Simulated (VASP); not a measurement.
# SiO2 (P6_422) in VASP: further runs

The runs below take SiO2 through single point, with LDA.

All numbers are computed with VASP 6.6.1; they aren't measurements. Logs are shortened: lines on timing, memory, paths and dates and some standing lists are left out, and cuts for length are marked.

## (1) The cell of the first run

The structure is hexagonal, space group P6_422 (No. 181). The conventional cell has a = 5.114 Å, b = 5.114 Å, c = 5.525 Å, α = 90.00°, β = 90.00°, γ = 120.00°. Si (site symmetry 222) has 4 O at 1.62 Å within 2.2 Å. O (site symmetry 2) has 2 Si at 1.62 Å within 2.2 Å.

## (2) Single point, LDA (strain +0.0150 x Voigt [1, 1, 0, 0, 0, 0])

INCAR reads:

```
SYSTEM = SiO2
ALGO = Normal
EDIFF = 1E-6
ENCUT = 520
ISIF = 2
ISMEAR = 0
LASPH = .TRUE.
LCHARG = .TRUE.
LELF = .TRUE.
LREAL = .FALSE.
LVHAR = .TRUE.
LWAVE = .FALSE.
NBANDS = 34
NELM = 100
PREC = Accurate
SIGMA = 0.05
```

KPOINTS reads:

```
k-points
0
G
  6 6 4
  0 0 0
```

POSCAR reads:

```
SiO2
1.0
    5.1142788734      0.0000000000      0.0000000000
   -2.5571394367      4.4290954264      0.0000000000
    0.0000000000      0.0000000000      5.5248549769
Si O
3 6
Direct
    0.0000000000      0.5000000000      0.3333333333
    0.5000000000      0.5000000000      0.6666666667
    0.5000000000      0.0000000000      0.0000000000
    0.5843949018      0.7921974509      0.8333333333
    0.7921974509      0.5843949018      0.5000000000
    0.7921974509      0.2078025491      0.1666666667
    0.4156050982      0.2078025491      0.8333333333
    0.2078025491      0.4156050982      0.5000000000
    0.2078025491      0.7921974509      0.1666666667
```

Potentials or basis: VASP PAW LDA potentials, release 64 (Si, O).

Started as:

```console
$ cat potpaw_LDA.64/Si/POTCAR potpaw_LDA.64/O/POTCAR > POTCAR
$ mpirun -np 1 vasp_std > vasp.out
```

OUTCAR:

```text
SYSTEM = SiO2
   EDIFF = 1E-6
   ENCUT = 520
   ISIF = 2
   ISMEAR = 0
   LASPH = .TRUE.
   LREAL = .FALSE.
   NELM = 100
   PREC = Accurate

 ion  position               nearest neighbor table
   1  0.000  0.500  0.333-   6 1.62   9 1.62   8 1.62   5 1.62
   2  0.500  0.500  0.667-   4 1.62   7 1.62   5 1.62   8 1.62
   3  0.500  0.000  0.000-   6 1.62   9 1.62   7 1.62   4 1.62
   4  0.584  0.792  0.833-   2 1.62   3 1.62
   5  0.792  0.584  0.500-   2 1.62   1 1.62
   6  0.792  0.208  0.167-   1 1.62   3 1.62
   7  0.416  0.208  0.833-   2 1.62   3 1.62
   8  0.208  0.416  0.500-   2 1.62   1 1.62
   9  0.208  0.792  0.167-   1 1.62   3 1.62

  LATTYP: Found a hexagonal cell.
 ALAT       =     5.1142788734
 C/A-ratio  =     1.0802803511

  Lattice vectors:

 A1 = (   5.1142788734,   0.0000000000,   0.0000000000)
 A2 = (  -2.5571394367,   4.4290954264,   0.0000000000)
 A3 = (   0.0000000000,   0.0000000000,   5.5248549769)

Analysis of symmetry for initial positions (statically):
=====================================================================
 Subroutine PRICEL returns:
 Original cell was already a primitive cell.

 Routine SETGRP: Setting up the symmetry group for a
 hexagonal supercell.

 Subroutine GETGRP returns: Found 12 space group operations
 (whereof  4 operations were pure point group operations)
 out of a pool of 24 trial point group operations.

The static configuration has the point symmetry D_2 .
 The point group associated with its full space group is D_6 .

Analysis of symmetry for dynamics (positions and initial velocities):
=====================================================================
 Subroutine PRICEL returns:
 Original cell was already a primitive cell.

 Routine SETGRP: Setting up the symmetry group for a
 hexagonal supercell.

 Subroutine GETGRP returns: Found 12 space group operations
 (whereof  4 operations were pure point group operations)
 out of a pool of 24 trial point group operations.

The dynamic configuration has the point symmetry D_2 .
 The point group associated with its full space group is D_6 .

 Subroutine INISYM returns: Found 12 space group operations
 (whereof  4 operations are pure point group operations),
 and found     1 'primitive' translations

----------------------------------------------------------------------------------------

                                     Primitive cell

  volume of cell :     125.1470

  direct lattice vectors                    reciprocal lattice vectors
     5.114278873  0.000000000  0.000000000     0.195530988  0.112889868  0.000000000
    -2.557139437  4.429095426  0.000000000     0.000000000  0.225779737  0.000000000
     0.000000000  0.000000000  5.524854977     0.000000000  0.000000000  0.181000226

  length of vectors
     5.114278873  5.114278873  5.524854977     0.225779737  0.225779737  0.181000226

  position of ions in fractional coordinates (direct lattice)
     0.000000000  0.500000000  0.333333333
     0.500000000  0.500000000  0.666666667
     0.500000000  0.000000000  0.000000000
     0.584394902  0.792197451  0.833333333
     0.792197451  0.584394902  0.500000000
     0.792197451  0.207802549  0.166666667
     0.415605098  0.207802549  0.833333333
     0.207802549  0.415605098  0.500000000
     0.207802549  0.792197451  0.166666667

  ion indices of the primitive-cell ions
   primitive index   ion index
                 1           1
                 2           2
                 3           3
                 4           4
                 5           5
                 6           6
                 7           7
                 8           8
                 9           9

----------------------------------------------------------------------------------------

 KPOINTS: k-points

Automatic generation of k-mesh.
 Grid dimensions read from file:
 generate k-points for:    6    6    4

 Generating k-lattice:

  Cartesian coordinates                     Fractional coordinates (reciprocal lattice)
     0.032588498  0.018814978  0.000000000     0.166666667  0.000000000  0.000000000
     0.000000000  0.037629956  0.000000000     0.000000000  0.166666667  0.000000000
     0.000000000  0.000000000  0.045250057     0.000000000  0.000000000  0.250000000

  Length of vectors
     0.037629956  0.037629956  0.045250057

  Shift w.r.t. Gamma in fractional coordinates (k-lattice)
     0.000000000  0.000000000  0.000000000

 Subroutine IBZKPT returns following result:
 ===========================================

 Found     21 irreducible k-points:

 Following reciprocal coordinates:
            Coordinates               Weight
  0.000000  0.000000  0.000000      1.000000
  0.166667  0.000000  0.000000      6.000000
  0.333333  0.000000  0.000000      6.000000
  0.500000 -0.000000  0.000000      3.000000
  0.166667  0.166667  0.000000      6.000000
  0.333333  0.166667  0.000000     12.000000
[... 13 lines left out ...]
  0.333333  0.166667  0.500000     12.000000
  0.333333  0.333333  0.500000      2.000000
   k-points           NKPTS =     21   k-points in BZ     NKDIM =     21   number of bands    NBANDS=     34
   number of dos      NEDOS =    301   number of ions     NIONS =      9
   total plane-waves  NPLWV =  67200
   dimension x,y,z NGX =    40 NGY =   40 NGZ =   42
   dimension x,y,z NGXF=    80 NGYF=   80 NGZF=   84
   ions per type =               3   6
   NGX,Y,Z   is equivalent  to a cutoff of  13.00, 13.00, 12.64 a.u.
   NGXF,Y,Z  is equivalent  to a cutoff of  26.00, 26.00, 25.28 a.u.
 SYSTEM =  SiO2
   PREC   = accura    normal or accurate (medium, high low for compatibility)
   ISTART =      0    job   : 0-new  1-cont  2-samecut
   ICHARG =      2    charge: 1-file 2-atom 10-const
   ISPIN  =      1    spin polarized calculation?
   LNONCOLLINEAR =      F non collinear calculations
   LSORBIT =      F    spin-orbit coupling
   LASPH  =      T    aspherical Exc in radial PAW
   ENCUT  =  520.0 eV  38.22 Ry    6.18 a.u.   9.51  9.51 10.27*2*pi/ulx,y,z
   NELM   =    100;   NELMIN=  2; NELMDL= -5     # of ELM steps
   EDIFF  = 0.1E-05   stopping-criterion for ELM
   LREAL  =      F    real-space projection
   EDIFFG = 0.1E-04   stopping-criterion for IOM
   NSW    =      0    number of steps for IOM
   IBRION =     -1    ionic relax: 0-MD 1-quasi-New 2-CG
   NFREE  =      0    steps in history (QN), initial steepest desc. (CG)
   ISIF   =      2    stress and relaxation
   ISYM   =      2    0-nonsym 1-usesym 2-fastsym
   POTIM  = 0.5000    time-step for ionic-motion
   TEBEG  =    0.0;   TEEND  =   0.0 temperature during run
   PSTRESS=    0.0 pullay stress
   NELECT =      48.0000    total number of electrons
   NUPDOWN=      -1.0000    fix difference up-down
   EMIN   =  10.00;   EMAX   =-10.00  energy-range for DOS
   EFERMI =   0.00;   METHOD = LEGACY
   ISMEAR =     0;   SIGMA  =   0.05  broadening in eV -4-tet -1-fermi 0-gaus
   EFERMI_NEDOS =   21; number of points for ismear=-14 and -15
   IALGO  =     38    algorithm
   IMIX   =      4    mixing-type and parameters
     AMIX     =   0.40;   BMIX     =  1.00
     AMIX_MAG =   1.60;   BMIX_MAG =  1.00
  volume/ion in A,a.u.               =      13.91        93.84
  Fermi-wavevector in a.u.,A,eV,Ry     =   1.189456  2.247746 19.249606  1.414806
  Thomas-Fermi vector in A             =   2.325563
   LORBIT       =      0    0 simple, 1 ext, 2 COOP (PROOUT), +10 PAW based schemes
   GGA     = CA    functional components
   LHFCALC =     F    Hartree Fock is set to
   AEXX    =    0.0000 exact exchange contribution
   IVDW    =     0    specifies the selected vdW correction
   LEPSILON=     F    determine dielectric tensor
   LRPA    =     F    only Hartree local field effects (RPA)
 non-spin polarized calculation
 Gauss-broadening in eV      SIGMA  =   0.05
  energy-cutoff  :      520.00
  volume of cell :      125.15
 maximum number of plane-waves:      3404
 NGX is ok and might be reduce to    40
   NGX = 19   NGY = 19   NGZ = 21

 number of electron      47.9999992 magnetization

 Free energy of the ion-electron system (eV)
  ---------------------------------------------------
  ext. energy  EPLUGINS =         0.00000000
  ---------------------------------------------------
  free energy    TOTEN  =       -77.76139989 eV

  energy without entropy =      -77.76139989  energy(sigma->0) =      -77.76139989

 E-fermi :   0.4242     XC(G=0):  -9.2390

 val. band max:        0.1426908186   @ k =   0.5000  -0.0000   0.0000
 cond. band min:       5.4822523927   @ k =   0.0000   0.0000   0.0000
 fundamental gap:      5.3395615741
 Fermi energy:         0.4242023073

 k-point     1 :       0.0000    0.0000    0.0000
  band No.  band energies     occupation
      1     -18.9336      2.00000
      2     -17.4469      2.00000
      3     -17.4469      2.00000
      4     -16.8606      2.00000
      5     -16.8233      2.00000
      6     -16.8233      2.00000
[... 26 lines left out ...]
     33      12.6667      0.00000
     34      12.6671      0.00000

 k-point     2 :       0.1667    0.0000    0.0000
  band No.  band energies     occupation
      1     -18.8596      2.00000
      2     -17.5582      2.00000
      3     -17.4462      2.00000
      4     -16.8535      2.00000
      5     -16.8298      2.00000
      6     -16.8238      2.00000
[... 26 lines left out ...]
     33      12.5500      0.00000
     34      12.9803      0.00000

 k-point     3 :       0.3333    0.0000    0.0000
  band No.  band energies     occupation
      1     -18.6600      2.00000
      2     -17.8301      2.00000
      3     -17.4448      2.00000
      4     -16.8482      2.00000
      5     -16.8338      2.00000
      6     -16.8248      2.00000
[... 26 lines left out ...]
     33      11.9637      0.00000
     34      12.2947      0.00000

 k-point     4 :       0.5000   -0.0000    0.0000
  band No.  band energies     occupation
      1     -18.4860      2.00000
      2     -18.0394      2.00000
      3     -17.4442      2.00000
      4     -16.8515      2.00000
      5     -16.8300      2.00000
      6     -16.8252      2.00000
[... 26 lines left out ...]
     33      11.7165      0.00000
     34      11.8502      0.00000

 k-point     5 :       0.1667    0.1667    0.0000
  band No.  band energies     occupation
      1     -18.7205      2.00000
      2     -17.7456      2.00000
      3     -17.4538      2.00000
      4     -16.8441      2.00000
      5     -16.8357      2.00000
      6     -16.8244      2.00000
[... 510 lines left out ...]
 k-point    19 :       0.1667    0.1667    0.5000
  band No.  band energies     occupation
      1     -18.4625      2.00000
      2     -18.2692      2.00000
      3     -17.1932      2.00000
      4     -16.8493      2.00000
      5     -16.8418      2.00000
      6     -16.7962      2.00000
[... 26 lines left out ...]
     33      11.4454      0.00000
     34      11.8940      0.00000

 k-point    20 :       0.3333    0.1667    0.5000
  band No.  band energies     occupation
      1     -18.4428      2.00000
      2     -18.0282      2.00000
      3     -17.5063      2.00000
      4     -16.8570      2.00000
      5     -16.8463      2.00000
      6     -16.8137      2.00000
[... 26 lines left out ...]
     33      11.0118      0.00000
     34      11.4799      0.00000

 k-point    21 :       0.3333    0.3333    0.5000
  band No.  band energies     occupation
      1     -18.4345      2.00000
      2     -17.7779      2.00000
      3     -17.7779      2.00000
      4     -16.8636      2.00000
      5     -16.8338      2.00000
      6     -16.8338      2.00000
[... 26 lines left out ...]
     33      11.1775      0.00000
     34      11.2616      0.00000

------------------------ aborting loop because EDIFF is reached ----------------------------------------

  FORCE on cell =-STRESS in cart. coord.  units (eV):
  Direction    XX          YY          ZZ          XY          YZ          ZX
  --------------------------------------------------------------------------------------
  -------------------------------------------------------------------------------------
  Total       -4.0012943     -4.0012943     -3.1463134      0.0000000     -0.0000000      0.0000000
  in kB      -51.2260358    -51.2260358    -40.2802568      0.0000000     -0.0000000      0.0000000
  external PRESSURE =     -47.5774428 kB  Pullay stress =       0.0000000 kB

 VOLUME and BASIS-vectors are now :
 -----------------------------------------------------------------------------
  energy-cutoff  :      520.00
  volume of cell :      125.15
      direct lattice vectors                 reciprocal lattice vectors
     5.114278873  0.000000000  0.000000000     0.195530988  0.112889868  0.000000000
    -2.557139437  4.429095426  0.000000000     0.000000000  0.225779737  0.000000000
     0.000000000  0.000000000  5.524854977     0.000000000  0.000000000  0.181000226

 POSITION                                       TOTAL-FORCE (eV/Angst)
 -----------------------------------------------------------------------------------
     -1.27857      2.21455      1.84162         0.000000     -0.000000      0.000000
      1.27857      2.21455      3.68324         0.000000     -0.000000      0.000000
      2.55714      0.00000      0.00000         0.000000     -0.000000      0.000000
      0.96300      3.50872      4.60405        -0.205799     -0.118818      0.000000
      2.55714      2.58834      2.76243         0.000000     -0.237636     -0.000000
      3.52014      0.92038      0.92081        -0.205799      0.118818     -0.000000
      1.59414      0.92038      4.60405         0.205799      0.118818      0.000000
      0.00000      1.84075      2.76243         0.000000      0.237636     -0.000000
     -0.96300      3.50872      0.92081         0.205799     -0.118818     -0.000000
 -----------------------------------------------------------------------------------
    total drift:                                0.000000     -0.000000     -0.000001

  FREE ENERGIE OF THE ION-ELECTRON SYSTEM (eV)
  ---------------------------------------------------
  free  energy   TOTEN  =       -77.7613998920 eV

  energy  without entropy=      -77.7613998920  energy(sigma->0) =      -77.76139989
```

It took 1.9 min on 1 thread of Intel Xeon Platinum 8375C at 2.90GHz (Ice Lake), shared host; peak memory 0.22 GiB.

Results:

| Item | Value |
| --- | --- |
| Free energy | -77.7614 eV |
| Pressure | -4.8 GPa |
| Largest force | 0.238 eV/Å |
| Band gap on the k mesh | 5.34 eV, indirect (least direct gap 5.56 eV) |

Forces on the atoms (eV/Å):
```
Si   0.000  0.000  0.000
Si   0.000  0.000  0.000
Si   0.000  0.000  0.000
O   -0.206 -0.119  0.000
O    0.000 -0.238  0.000
O   -0.206  0.119  0.000
O    0.206  0.119  0.000
O    0.000  0.238  0.000
O    0.206 -0.119  0.000
```

Stress tensor (GPa, compression positive):
```
-5.12  0.00  0.00
 0.00 -5.12  0.00
 0.00  0.00 -4.03
```

Levels at points of the mesh, in eV from the valence-band top:
```
           k point  band 22  band 23  band 24  band 25  band 26  band 27
(0.00, 0.00, 0.00)    -0.47    -0.47    -0.22     5.34     8.59     8.59
(0.50, 0.00, 0.00)    -0.97    -0.33     0.00     7.35     8.18     9.22
(0.00, 0.00, 0.50)    -0.26    -0.01    -0.01     7.17     7.17     8.14
(0.50, 0.00, 0.50)    -0.71    -0.67    -0.36     8.19     8.76     8.90
```

Caveat: the cell differs from its parent crystal (strain +0.0150 x Voigt [1, 1, 0, 0, 0, 0]). A k mesh can miss the band edges.

(Part 1 of 2 ends here.)
